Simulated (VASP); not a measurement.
# TiIn4 (P6/mmm) in VASP: single point with PBE

Aim: the single point of TiIn4 with PBE.

All numbers are computed with VASP 6.6.1; they aren't measurements. Logs are shortened: lines on timing, memory, paths and dates and some standing lists are left out, and cuts for length are marked.

## 1. The cell of the first run

Symmetry: P6/mmm, No. 191, hexagonal system. Conventional cell: a = 4.871 Å, b = 4.871 Å, c = 6.367 Å, α = 90.00°, β = 90.00°, γ = 120.00°. Ti (site symmetry 6/mmm) has 12 In at 3.24 Å within 4.3 Å. In (site symmetry 3m) has 5 In at 2.81 to 3.20 Å and 3 Ti at 3.24 Å within 3.7 Å.

## 2. Single point, PBE, collinear spin, ferromagnetic start

INCAR

```
SYSTEM = TiIn4
PREC = Accurate
ENCUT = 520
EDIFF = 1E-6
ISMEAR = 0
SIGMA = 0.1
LREAL = .False.
LASPH = .True.
NELM = 150
ALGO = Fast
ISIF = 2
LWAVE = .False.
LCHARG = .False.
ISPIN = 2
MAGMOM = 1 0 0 0 0
LORBIT = 11
LMAXMIX = 4
GGA = PE
NBANDS = 44
```

KPOINTS

```
regular mesh
0
Gamma
  6 6 4
  0 0 0
```

POSCAR

```
TiIn4
1.0
    4.8712655761      0.0000000000      0.0000000000
   -2.4356327881      4.2186397375      0.0000000000
    0.0000000000      0.0000000000      6.3665766554
Ti In
1 4
Direct
    0.0000000000      0.0000000000      0.0000000000
    0.3333333333      0.6666666667      0.2516190992
    0.6666666667      0.3333333333      0.2516190992
    0.6666666667      0.3333333333      0.7483809008
    0.3333333333      0.6666666667      0.7483809008
```

Potentials or basis: VASP PAW PBE potentials, release 64 (Ti_sv, In_d).

Run with:

```sh
$ cat potpaw_PBE.64/Ti_sv/POTCAR potpaw_PBE.64/In_d/POTCAR > POTCAR
$ mpirun -np 1 vasp_std > vasp.out
```

OUTCAR:

```text
SYSTEM = TiIn4
   PREC = Accurate
   ENCUT = 520
   EDIFF = 1E-6
   ISMEAR = 0
   LREAL = .False.
   LASPH = .True.
   NELM = 150
   ISIF = 2
   ISPIN = 2
   LORBIT = 11
   GGA = PE

 ion  position               nearest neighbor table
   1  0.000  0.000  0.000-   2 3.24   3 3.24   4 3.24   5 3.24   3 3.24   4 3.24   2 3.24   5 3.24
                             3 3.24   4 3.24   2 3.24   5 3.24
   2  0.333  0.667  0.252-   3 2.81   3 2.81   3 2.81   5 3.16   5 3.20   1 3.24   1 3.24   1 3.24

   3  0.667  0.333  0.252-   2 2.81   2 2.81   2 2.81   4 3.16   4 3.20   1 3.24   1 3.24   1 3.24

   4  0.667  0.333  0.748-   5 2.81   5 2.81   5 2.81   3 3.16   3 3.20   1 3.24   1 3.24   1 3.24

   5  0.333  0.667  0.748-   4 2.81   4 2.81   4 2.81   2 3.16   2 3.20   1 3.24   1 3.24   1 3.24

  LATTYP: Found a hexagonal cell.
 ALAT       =     4.8712655761
 C/A-ratio  =     1.3069656244

  Lattice vectors:

 A1 = (   4.8712655761,   0.0000000000,   0.0000000000)
 A2 = (  -2.4356327881,   4.2186397375,   0.0000000000)
 A3 = (   0.0000000000,   0.0000000000,   6.3665766554)

Analysis of symmetry for initial positions (statically):
=====================================================================
 Subroutine PRICEL returns:
 Original cell was already a primitive cell.

 Routine SETGRP: Setting up the symmetry group for a
 hexagonal supercell.

 Subroutine GETGRP returns: Found 24 space group operations
 (whereof 24 operations were pure point group operations)
 out of a pool of 24 trial point group operations.

The static configuration has the point symmetry D_6h.

Analysis of symmetry for dynamics (positions and initial velocities):
=====================================================================
 Subroutine PRICEL returns:
 Original cell was already a primitive cell.

 Routine SETGRP: Setting up the symmetry group for a
 hexagonal supercell.

 Subroutine GETGRP returns: Found 24 space group operations
 (whereof 24 operations were pure point group operations)
 out of a pool of 24 trial point group operations.

The dynamic configuration has the point symmetry D_6h.

Analysis of structural, dynamic, and magnetic symmetry:
=====================================================================
 Subroutine PRICEL returns:
 Original cell was already a primitive cell.

 Routine SETGRP: Setting up the symmetry group for a
[... 135 lines left out ...]
   AEXX    =    0.0000 exact exchange contribution
   IVDW    =     0    specifies the selected vdW correction
   LEPSILON=     F    determine dielectric tensor
   LRPA    =     F    only Hartree local field effects (RPA)
 spin polarized calculation
 RMM-DIIS sequential band-by-band and
 Gauss-broadening in eV      SIGMA  =   0.10
  energy-cutoff  :      520.00
  volume of cell :      130.83
 maximum number of plane-waves:      3561
   NGX = 19   NGY = 19   NGZ = 23

 number of electron      64.0000017 magnetization       1.2761836

 Free energy of the ion-electron system (eV)
  ---------------------------------------------------
  ext. energy  EPLUGINS =         0.00000000
  ---------------------------------------------------
  free energy    TOTEN  =       -16.84648541 eV

  energy without entropy =      -16.82009084  energy(sigma->0) =      -16.83328813

 E-fermi :   6.9105     XC(G=0):  -9.9497

 val. band max:        6.9098129724   @ k =   0.1667   0.0000   0.0000
 cond. band min:       6.9228948648   @ k =   0.5000   0.0000   0.0000
 fundamental gap:      0.0130818924
 Fermi energy:         6.9105350897

 spin component 1

 k-point     1 :       0.0000    0.0000    0.0000
  band No.  band energies     occupation
      1     -50.9444      1.00000
      2     -27.2504      1.00000
      3     -27.1998      1.00000
      4     -27.1998      1.00000
      5      -8.1616      1.00000
      6      -7.9408      1.00000
[... 976 lines left out ...]
     43      12.1579      0.00000
     44      12.7274      0.00000
 Fermi energy:         6.9105350897

 spin component 2

 k-point     1 :       0.0000    0.0000    0.0000
  band No.  band energies     occupation
      1     -49.9619      1.00000
      2     -26.3478      1.00000
      3     -26.1745      1.00000
      4     -26.1745      1.00000
      5      -8.1621      1.00000
      6      -7.9405      1.00000
[... 976 lines left out ...]
     43      12.2241      0.00000
     44      12.6520      0.00000

------------------------ aborting loop because EDIFF is reached ----------------------------------------

  FORCE on cell =-STRESS in cart. coord.  units (eV):
  Direction    XX          YY          ZZ          XY          YZ          ZX
  --------------------------------------------------------------------------------------
  -------------------------------------------------------------------------------------
  Total        0.6441968      0.6441968     -0.1370429     -0.0000000     -0.0000000      0.0000000
  in kB        7.8887630      7.8887630     -1.6782118     -0.0000000     -0.0000000      0.0000000
  external PRESSURE =       4.6997714 kB  Pullay stress =       0.0000000 kB

 VOLUME and BASIS-vectors are now :
 -----------------------------------------------------------------------------
  energy-cutoff  :      520.00
  volume of cell :      130.83
      direct lattice vectors                 reciprocal lattice vectors
     4.871265576  0.000000000  0.000000000     0.205285461  0.118521616  0.000000000
    -2.435632788  4.218639738  0.000000000     0.000000000  0.237043232  0.000000000
     0.000000000  0.000000000  6.366576655     0.000000000  0.000000000  0.157070283

 POSITION                                       TOTAL-FORCE (eV/Angst)
 -----------------------------------------------------------------------------------
      0.00000      0.00000      0.00000        -0.000000      0.000000      0.000000
     -0.00000      2.81243      1.60195         0.000000      0.000000      0.001986
      2.43563      1.40621      1.60195        -0.000000      0.000000      0.001986
      2.43563      1.40621      4.76462        -0.000000     -0.000000     -0.001986
     -0.00000      2.81243      4.76462         0.000000     -0.000000     -0.001986
 -----------------------------------------------------------------------------------
    total drift:                               -0.000000      0.000000      0.000000

  FREE ENERGIE OF THE ION-ELECTRON SYSTEM (eV)
  ---------------------------------------------------
  free  energy   TOTEN  =       -16.8464854113 eV

  energy  without entropy=      -16.8200908401  energy(sigma->0) =      -16.83328813

 total charge

# of ion       s       p       d       tot
------------------------------------------
    1        2.149   6.016   1.911  10.076
    2        0.909   0.713   9.846  11.468
    3        0.909   0.713   9.846  11.468
    4        0.909   0.713   9.846  11.468
    5        0.909   0.713   9.846  11.468
--------------------------------------------------
tot          5.785   8.868  41.294  55.947

 magnetization (x)

# of ion       s       p       d       tot
------------------------------------------
    1        0.024   0.008   0.983   1.015
    2       -0.003  -0.013   0.005  -0.011
    3       -0.003  -0.013   0.005  -0.011
    4       -0.003  -0.013   0.005  -0.011
    5       -0.003  -0.013   0.005  -0.011
--------------------------------------------------
tot          0.013  -0.044   1.003   0.972
```

OSZICAR:

```text
N       E                     dE             d eps       ncg     rms          rms(c)
DAV:   1     0.695937062313E+03    0.69594E+03   -0.29933E+04  3700   0.194E+03
DAV:   2     0.670497134222E+02   -0.62889E+03   -0.61069E+03  3704   0.508E+02
DAV:   3    -0.136941261856E+02   -0.80744E+02   -0.78189E+02  4360   0.194E+02
[... 29 lines left out ...]
RMM:  33    -0.168464801154E+02   -0.20863E-05   -0.23291E-05  3299   0.488E-03    0.989E-03
RMM:  34    -0.168464814216E+02   -0.13062E-05   -0.15764E-05  2592   0.443E-03    0.869E-03
RMM:  35    -0.168464828343E+02   -0.14127E-05   -0.16052E-05  2466   0.395E-03    0.842E-03
RMM:  36    -0.168464837621E+02   -0.92779E-06   -0.11025E-05  2322   0.359E-03    0.860E-03
RMM:  37    -0.168464847551E+02   -0.99297E-06   -0.11233E-05  2223   0.306E-03    0.929E-03
RMM:  38    -0.168464854113E+02   -0.65623E-06   -0.77877E-06  2277   0.293E-03
   1 F= -.16846485E+02 E0= -.16833288E+02  d E =-.263946E-01  mag=     1.2762
```

Wall time 9 min (1 thread of Intel Xeon Platinum 8375C at 2.90GHz (Ice Lake), shared host); peak memory 0.39 GiB.

Results:

```yaml
Free_energy: -16.8465 eV
Pressure: 0.5 GPa
Net_moment: 1.28 μB per cell
Site_moments: Ti +1.01; In -0.01 μB
Valence_electrons_inside_the_program's_atomic_spheres: Ti 10.08; In 11.47
```

Caveat: spin-orbit coupling is left out, which moves the levels of the heavy elements.
